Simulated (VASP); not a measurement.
A run of VASP 6.6.1 is set up as follows.

File POSCAR:

```
Sb
1.0
    0.0000000000      2.3869465721      2.3869465721
    2.3869465721      0.0000000000      2.3869465721
    2.3869465721      2.3869465721      0.0000000000
Sb
1
Direct
    0.0000000000      0.0000000000      0.0000000000
```

INCAR.step1

```
PREC = Accurate
ENCUT = 400
EDIFF = 1E-5
ISMEAR = -1
SIGMA = 0.05
LREAL = F
LASPH = T
NELM = 120
ALGO = Normal
ISIF = 2
LWAVE = T
GGA = PE
NBANDS = 14
GGA_COMPAT = F
```

File INCAR.step2:

```
PREC = Accurate
ENCUT = 400
EDIFF = 1E-6
ISMEAR = -1
SIGMA = 0.05
LREAL = F
LASPH = T
NELM = 120
ALGO = Normal
ISIF = 2
LWAVE = F
LCHARG = T
GGA = PE
LHFCALC = T
AEXX = 0.25
PRECFOCK = Normal
LELF = T
LVHAR = T
ISTART = 1
NBANDS = 14
GGA_COMPAT = F
```

KPOINTS

```
regular mesh
0
Gamma
  6 6 6
```

Potentials or basis: VASP PAW PBE potentials, release 64 (Sb_d_GW).

Run with:

```bash
$ cat potpaw_PBE.64/Sb_d_GW/POTCAR > POTCAR
$ cp INCAR.step1 INCAR
$ mpirun -np 1 vasp_std > vasp.out
$ cp INCAR.step2 INCAR
$ mpirun -np 1 vasp_std > vasp.out
```

(1) What does it give for the pressure?

(2) What does it give for the band gap on the k mesh?

Results:

(1) -2.5 GPa.

(2) zero (an odd number of electrons rules out a gap without spin polarisation).

Caveat: the k points lie up to 0.38 Å⁻¹ apart, too coarse for converged energies and pressures of a metal; the PAW data sets were made with another functional, which shifts forces and pressure a little; spin-orbit coupling is left out, which moves the levels of the heavy elements; an odd number of electrons without spin polarisation forces a metal; a magnetic or distorted state may lie lower.
